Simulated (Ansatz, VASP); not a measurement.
BaO: VASP beside Ansatz

File INCAR:

```
ALGO = Normal
EDIFF = 1E-6
ENCUT = 600
GGA = PE
GGA_COMPAT = False
ISIF = 2
ISMEAR = 0
LASPH = True
LCHARG = True
LELF = True
LREAL = False
LVHAR = True
LWAVE = False
NBANDS = 15
NELM = 120
PREC = Accurate
SIGMA = 0.01
```

Contents of KPOINTS:

```
k-points
0
Gamma
  6 6 6
```

File POSCAR:

```
BaO
1.0
    0.0000000000      2.8413727842      2.8413727842
    2.8413727842      0.0000000000      2.8413727842
    2.8413727842      2.8413727842      0.0000000000
Ba O
1 1
Direct
    0.0000000000      0.0000000000      0.0000000000
    0.5000000000      0.5000000000      0.5000000000
```

Input for Ansatz:

```yaml
crystal:
  lattice:
    - [0.0, 2.8413727842, 2.8413727842]
    - [2.8413727842, 0.0, 2.8413727842]
    - [2.8413727842, 2.8413727842, 0.0]
  atoms:
    - { symbol: Ba, position: [0.0, 0.0, 0.0] }
    - { symbol: O, position: [0.5, 0.5, 0.5] }
kpoints:
  mp_grid: { grid: [6, 6, 6] }
hamiltonian:
  xc: pbe
scf:
  occupations: { method: fixed }
  n_extra_bands: 4
output:
  forces: true
  stress: true
  eigenvalues: true
```

Alike in both runs: task single point; functional PBE; k mesh 6 × 6 × 6; no spin polarisation.

|  | VASP | Ansatz |
| --- | --- | --- |
| version | VASP 6.6.1 | Ansatz 0.2.0 |
| potentials or method | VASP PAW PBE potentials, release 64 (Ba_sv, O) | plane waves, PAW |
| plane-wave cutoff (eV) | 600 | 420 |
| occupations | gaussian, width 0.01 eV | fixed |
| valence electrons in the cell | 16 | 16 |

```csv
,VASP,Ansatz,Ansatz less VASP
gap on the k mesh at the Fermi level (eV),2.20,2.26,+0.058
pressure (GPa),-2.3,-3.5,-1.17
```

Neither program's run includes spin-orbit coupling.
